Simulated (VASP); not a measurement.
# Rh (Im-3m) in VASP: single point with PBE

Aim: the single point of Rh with PBE.

Program: VASP 6.6.1. These are calculated values, not measurements. Logs are shortened: lines on timing, memory, paths and dates and some standing lists are left out, and cuts for length are marked.

### Step 1. The cell of the first run

The structure is cubic, space group Im-3m (No. 229). The conventional cell has a = 3.009 Å, b = 3.009 Å, c = 3.009 Å, α = 90.00°, β = 90.00°, γ = 90.00°. Rh (site symmetry m-3m) has 14 Rh at 2.61 to 3.01 Å within 3.4 Å.

This isn't the form of Rh at room conditions, which is fcc.

### Step 2. Single point, PBE

POSCAR

```
Rh
1.0
   -1.5042870000      1.5042870000      1.5042870000
    1.5042870000     -1.5042870000      1.5042870000
    1.5042870000      1.5042870000     -1.5042870000
Rh
1
Direct
    0.0000000000      0.0000000000      0.0000000000
```

INCAR.step1

```
PREC     = Accurate       # precision mode
ENCUT    = 520            # plane-wave cutoff, eV
EDIFF    = 1E-6           # SCF threshold, eV
ISMEAR   = -1             # smearing method
SIGMA    = 0.1            # smearing width, eV
LREAL    = False          # projectors in reciprocal space
LASPH    = True           # aspherical terms in the spheres
NELM     = 100            # most SCF steps
ALGO     = Normal         # electronic algorithm
ISIF     = 2              # what is computed and relaxed
LWAVE    = False          # write WAVECAR
LCHARG   = True           # write CHGCAR
LMAXMIX  = 4              # l up to which the mixer works
GGA      = PE             # functional
NBANDS   = 14             # bands
```

KPOINTS.step1

```
Automatic mesh
0
Gamma
  16 16 16
```

INCAR.step2

```
PREC     = Accurate       # precision mode
ENCUT    = 520            # plane-wave cutoff, eV
EDIFF    = 1E-6           # SCF threshold, eV
ISMEAR   = -5             # smearing method
SIGMA    = 0.1            # smearing width, eV
LREAL    = False          # projectors in reciprocal space
LASPH    = True           # aspherical terms in the spheres
NELM     = 100            # most SCF steps
ALGO     = Normal         # electronic algorithm
ISIF     = 2              # what is computed and relaxed
LWAVE    = False          # write WAVECAR
LCHARG   = False          # write CHGCAR
LMAXMIX  = 4              # l up to which the mixer works
GGA      = PE             # functional
LORBIT   = 10             # projections on sites
NBANDS   = 14             # bands
NEDOS    = 1001           # points of the DOS
ICHARG   = 11             # starting density
```

KPOINTS.step2

```
Automatic mesh
0
Gamma
  24 24 24
```

Potentials or basis: VASP PAW PBE potentials, release 64 (Rh_pv).

Started as:

```bash
> cat potpaw_PBE.64/Rh_pv/POTCAR > POTCAR
> cp INCAR.step1 INCAR
> cp KPOINTS.step1 KPOINTS
> mpirun -np 1 vasp_std > vasp.out
> cp INCAR.step2 INCAR
> cp KPOINTS.step2 KPOINTS
> mpirun -np 1 vasp_std > vasp.out
```

OUTCAR:

```text
PREC = Accurate
   ENCUT = 520
   EDIFF = 1E-6
   ISMEAR = -5
   LREAL = False
   LASPH = True
   NELM = 100
   ISIF = 2
   GGA = PE
   LORBIT = 10
   ICHARG = 11

 ion  position               nearest neighbor table
   1  0.000  0.000  0.000-

  LATTYP: Found a body centered cubic cell.
 ALAT       =     3.0085740000

  Lattice vectors:

 A1 = (  -1.5042870000,   1.5042870000,   1.5042870000)
 A2 = (   1.5042870000,  -1.5042870000,   1.5042870000)
 A3 = (   1.5042870000,   1.5042870000,  -1.5042870000)

Analysis of symmetry for initial positions (statically):
=====================================================================
 Subroutine PRICEL returns:
 Original cell was already a primitive cell.

 Routine SETGRP: Setting up the symmetry group for a
 body centered cubic supercell.

 Subroutine GETGRP returns: Found 48 space group operations
 (whereof 48 operations were pure point group operations)
 out of a pool of 48 trial point group operations.

The static configuration has the point symmetry O_h .

Analysis of symmetry for dynamics (positions and initial velocities):
=====================================================================
 Subroutine PRICEL returns:
 Original cell was already a primitive cell.

 Routine SETGRP: Setting up the symmetry group for a
 body centered cubic supercell.

 Subroutine GETGRP returns: Found 48 space group operations
 (whereof 48 operations were pure point group operations)
 out of a pool of 48 trial point group operations.

The dynamic configuration has the point symmetry O_h .

 Subroutine INISYM returns: Found 48 space group operations
 (whereof 48 operations are pure point group operations),
 and found     1 'primitive' translations

----------------------------------------------------------------------------------------

                                     Primitive cell

  volume of cell :      13.6161

  direct lattice vectors                    reciprocal lattice vectors
    -1.504287000  1.504287000  1.504287000     0.000000000  0.332383382  0.332383382
     1.504287000 -1.504287000  1.504287000     0.332383382  0.000000000  0.332383382
     1.504287000  1.504287000 -1.504287000     0.332383382  0.332383382  0.000000000

  length of vectors
     2.605501513  2.605501513  2.605501513     0.470061086  0.470061086  0.470061086

  position of ions in fractional coordinates (direct lattice)
     0.000000000  0.000000000  0.000000000

  ion indices of the primitive-cell ions
   primitive index   ion index
                 1           1

----------------------------------------------------------------------------------------

 KPOINTS: Automatic mesh

Automatic generation of k-mesh.
 Grid dimensions read from file:
 generate k-points for:   24   24   24

 Generating k-lattice:

  Cartesian coordinates                     Fractional coordinates (reciprocal lattice)
     0.000000000  0.013849308  0.013849308     0.041666667  0.000000000  0.000000000
     0.013849308  0.000000000  0.013849308     0.000000000  0.041666667  0.000000000
     0.013849308  0.013849308  0.000000000     0.000000000  0.000000000  0.041666667

  Length of vectors
     0.019585879  0.019585879  0.019585879

  Shift w.r.t. Gamma in fractional coordinates (k-lattice)
     0.000000000  0.000000000  0.000000000

 TETIRR: Found  16469 inequivalent tetrahedra from    82944

 Subroutine IBZKPT returns following result:
 ===========================================

 Found    413 irreducible k-points:

 Following reciprocal coordinates:
            Coordinates               Weight
  0.000000  0.000000  0.000000      1.000000
  0.041667  0.000000  0.000000     12.000000
  0.083333  0.000000  0.000000     12.000000
  0.125000  0.000000  0.000000     12.000000
  0.166667  0.000000  0.000000     12.000000
  0.208333  0.000000  0.000000     12.000000
[... 16 lines left out ...]
  0.416667  0.041667  0.000000     48.000000
  0.458333  0.041667  0.000000     48.000000
 [... further k-points ...]
   k-points           NKPTS =    413   k-points in BZ     NKDIM =    413   number of bands    NBANDS=     14
   number of dos      NEDOS =   1001   number of ions     NIONS =      1
   total plane-waves  NPLWV =   8000
   dimension x,y,z NGX =    20 NGY =   20 NGZ =   20
   dimension x,y,z NGXF=    40 NGYF=   40 NGZF=   40
   ions per type =               1
   NGX,Y,Z   is equivalent  to a cutoff of  12.76, 12.76, 12.76 a.u.
   NGXF,Y,Z  is equivalent  to a cutoff of  25.52, 25.52, 25.52 a.u.
 SYSTEM =  unknown system
   PREC   = accura    normal or accurate (medium, high low for compatibility)
   ISTART =      0    job   : 0-new  1-cont  2-samecut
   ICHARG =     11    charge: 1-file 2-atom 10-const
   ISPIN  =      1    spin polarized calculation?
   LNONCOLLINEAR =      F non collinear calculations
   LSORBIT =      F    spin-orbit coupling
   LASPH  =      T    aspherical Exc in radial PAW
   ENCUT  =  520.0 eV  38.22 Ry    6.18 a.u.   4.84  4.84  4.84*2*pi/ulx,y,z
   NELM   =    100;   NELMIN=  2; NELMDL=  0     # of ELM steps
   EDIFF  = 0.1E-05   stopping-criterion for ELM
   LREAL  =      F    real-space projection
   EDIFFG = 0.1E-04   stopping-criterion for IOM
   NSW    =      0    number of steps for IOM
   IBRION =     -1    ionic relax: 0-MD 1-quasi-New 2-CG
   NFREE  =      0    steps in history (QN), initial steepest desc. (CG)
   ISIF   =      2    stress and relaxation
   ISYM   =      2    0-nonsym 1-usesym 2-fastsym
   POTIM  = 0.5000    time-step for ionic-motion
   TEBEG  =    0.0;   TEEND  =   0.0 temperature during run
   PSTRESS=    0.0 pullay stress
   NELECT =      15.0000    total number of electrons
   NUPDOWN=      -1.0000    fix difference up-down
   EMIN   =  10.00;   EMAX   =-10.00  energy-range for DOS
   EFERMI =   0.00;   METHOD = LEGACY
   ISMEAR =    -5;   SIGMA  =   0.10  broadening in eV -4-tet -1-fermi 0-gaus
   EFERMI_NEDOS =   21; number of points for ismear=-14 and -15
   IALGO  =     38    algorithm
   IMIX   =      4    mixing-type and parameters
     AMIX     =   0.40;   BMIX     =  1.00
     AMIX_MAG =   1.60;   BMIX_MAG =  1.00
  volume/ion in A,a.u.               =      13.62        91.89
  Fermi-wavevector in a.u.,A,eV,Ry     =   1.690783  3.195117 38.895618  2.858747
  Thomas-Fermi vector in A             =   2.772668
   LORBIT       =     10    0 simple, 1 ext, 2 COOP (PROOUT), +10 PAW based schemes
   GGA     = PE    functional components
   LHFCALC =     F    Hartree Fock is set to
   AEXX    =    0.0000 exact exchange contribution
   IVDW    =     0    specifies the selected vdW correction
   LEPSILON=     F    determine dielectric tensor
   LRPA    =     F    only Hartree local field effects (RPA)
 non-spin polarized calculation
 Fermi weights with tetrahedron method with Bloechl corrections
  energy-cutoff  :      520.00
  volume of cell :       13.62
 maximum number of plane-waves:       380

 number of electron      14.9999994 magnetization

 Free energy of the ion-electron system (eV)
  ---------------------------------------------------
  ext. energy  EPLUGINS =         0.00000000
  ---------------------------------------------------
  free energy    TOTEN  =        -6.86139056 eV

  energy without entropy =       -6.86139056  energy(sigma->0) =       -6.86139056

 E-fermi :  11.8821     XC(G=0): -14.0755

 val. band max:       11.9445466079   @ k =  -0.4167  -0.4167   0.2083
 cond. band min:      11.8357401745   @ k =  -0.3333   0.3333   0.3333
 fundamental gap:     -0.1088064334
 Fermi energy:        11.8821172739

 k-point     1 :       0.0000    0.0000    0.0000
  band No.  band energies     occupation
      1     -34.1534      2.00000
      2     -34.1534      2.00000
      3     -34.1534      2.00000
      4       4.0603      2.00000
      5       8.8893      2.00000
      6       8.8893      2.00000
      7       8.8893      2.00000
      8      11.4228      2.00000
      9      11.4228      2.00000
     10      30.4275      0.00000
     11      30.4275      0.00000
     12      30.4275      0.00000
     13      32.8936      0.00000
     14      40.7998      0.00000

 k-point     2 :       0.0417    0.0000    0.0000
  band No.  band energies     occupation
      1     -34.1671      2.00000
      2     -34.1579      2.00000
      3     -34.1534      2.00000
      4       4.1356      2.00000
      5       8.8580      2.00000
      6       8.8889      2.00000
      7       8.9499      2.00000
      8      11.3820      2.00000
      9      11.4248      2.00000
     10      30.4620      0.00000
     11      30.4743      0.00000
     12      30.5369      0.00000
     13      32.8935      0.00000
     14      40.0810      0.00000

 k-point     3 :       0.0833    0.0000    0.0000
  band No.  band energies     occupation
      1     -34.2072      2.00000
      2     -34.1710      2.00000
      3     -34.1534      2.00000
      4       4.3564      2.00000
      5       8.7673      2.00000
      6       8.8854      2.00000
      7       9.1300      2.00000
      8      11.2744      2.00000
      9      11.4315      2.00000
     10      30.5398      0.00000
     11      30.5710      0.00000
     12      30.8600      0.00000
     13      32.8933      0.00000
     14      38.8704      0.00000

 k-point     4 :       0.1250    0.0000    0.0000
  band No.  band energies     occupation
      1     -34.2706      2.00000
      2     -34.1919      2.00000
      3     -34.1534      2.00000
      4       4.7052      2.00000
      5       8.6263      2.00000
      6       8.8754      2.00000
      7       9.4243      2.00000
      8      11.1401      2.00000
      9      11.4446      2.00000
     10      30.5786      0.00000
     11      30.5868      0.00000
     12      31.3819      0.00000
     13      32.8932      0.00000
     14      37.8407      0.00000

 k-point     5 :       0.1667    0.0000    0.0000
  band No.  band energies     occupation
      1     -34.3526      2.00000
      2     -34.2191      2.00000
      3     -34.1535      2.00000
      4       5.1451      2.00000
      5       8.4483      2.00000
      6       8.8684      2.00000
      7       9.8237      2.00000
      8      11.0284      2.00000
      9      11.4663      2.00000
     10      30.3259      0.00000
     11      30.4492      0.00000
[... 276 lines left out ...]
 k-point    22 :       0.3750    0.0417   -0.0000
  band No.  band energies     occupation
      1     -34.8466      2.00000
      2     -34.3889      2.00000
      3     -34.1594      2.00000
      4       6.0659      2.00000
      5       7.4684      2.00000
      6      11.0345      2.00000
      7      11.4816      2.00000
      8      11.9909      0.17989
      9      13.2151      0.00000
     10      23.4989      0.00000
     11      27.1922      0.00000
     12      31.7152      0.00000
     13      32.8949      0.00000
     14      37.0812      0.00000

 k-point    23 :       0.4167    0.0417    0.0000
  band No.  band energies     occupation
      1     -34.8943      2.00000
      2     -34.4061      2.00000
      3     -34.1595      2.00000
      4       5.9714      2.00000
      5       7.3787      2.00000
      6      11.2595      2.00000
      7      11.6026      2.00000
      8      12.4716     -0.05433
      9      13.7530      0.00000
     10      22.3417      0.00000
     11      26.8195      0.00000
     12      30.9698      0.00000
     13      32.8947      0.00000
     14      37.7097      0.00000

 k-point    24 :       0.4583    0.0417    0.0000
  band No.  band energies     occupation
      1     -34.9189      2.00000
      2     -34.4150      2.00000
      3     -34.1596      2.00000
      4       5.9176      2.00000
      5       7.3329      2.00000
      6      11.3482      2.00000
      7      11.6323      2.00000
      8      12.8184     -0.00114
      9      14.1041      0.00000
     10      21.6534      0.00000
     11      26.6278      0.00000
     12      30.5749      0.00000
     13      32.8946      0.00000
     14      38.0575      0.00000

 [... further k-points ...]

------------------------ aborting loop because EDIFF is reached ----------------------------------------

  FORCE on cell =-STRESS in cart. coord.  units (eV):
  Direction    XX          YY          ZZ          XY          YZ          ZX
  --------------------------------------------------------------------------------------
  -------------------------------------------------------------------------------------
  Total        1.5269503      1.5269503      1.5269503      0.0000000      0.0000000     -0.0000000
  in kB      179.6732368    179.6732368    179.6732368      0.0000000      0.0000000     -0.0000000
  external PRESSURE =     179.6732368 kB  Pullay stress =       0.0000000 kB

 VOLUME and BASIS-vectors are now :
 -----------------------------------------------------------------------------
  energy-cutoff  :      520.00
  volume of cell :       13.62
      direct lattice vectors                 reciprocal lattice vectors
    -1.504287000  1.504287000  1.504287000     0.000000000  0.332383382  0.332383382
     1.504287000 -1.504287000  1.504287000     0.332383382  0.000000000  0.332383382
     1.504287000  1.504287000 -1.504287000     0.332383382  0.332383382  0.000000000

 POSITION                                       TOTAL-FORCE (eV/Angst)
 -----------------------------------------------------------------------------------
      0.00000      0.00000      0.00000        -0.000000     -0.000000     -0.000000
 -----------------------------------------------------------------------------------
    total drift:                                0.000000     -0.000000      0.000000

  FREE ENERGIE OF THE ION-ELECTRON SYSTEM (eV)
  ---------------------------------------------------
  free  energy   TOTEN  =        -6.8613905577 eV

  energy  without entropy=       -6.8613905577  energy(sigma->0) =       -6.86139056

 total charge

# of ion       s       p       d       tot
------------------------------------------
    1        0.405   6.286   7.142  13.833
```

Wall time 86 s (1 thread of Intel Xeon 8259CL, shared host); peak memory 0.22 GiB.

Results:

```
Valence electrons inside the program's atomic spheres : Rh 13.83
```

Levels at points of the mesh, in eV from the Fermi level:
| k point | band 5 | band 6 | band 7 | band 8 | band 9 | band 10 |
| --- | --- | --- | --- | --- | --- | --- |
| (0.00, 0.00, 0.00) | -2.99 | -2.99 | -2.99 | -0.46 | -0.46 | 18.55 |
| (0.50, 0.00, 0.00) | -4.57 | -0.51 | -0.09 | 1.35 | 1.71 | 9.69 |
| (0.50, 0.50, 0.50) | -6.05 | 1.17 | 1.17 | 1.17 | 9.66 | 9.66 |

Caveat: tetrahedron occupations give inexact forces and stress in metals.
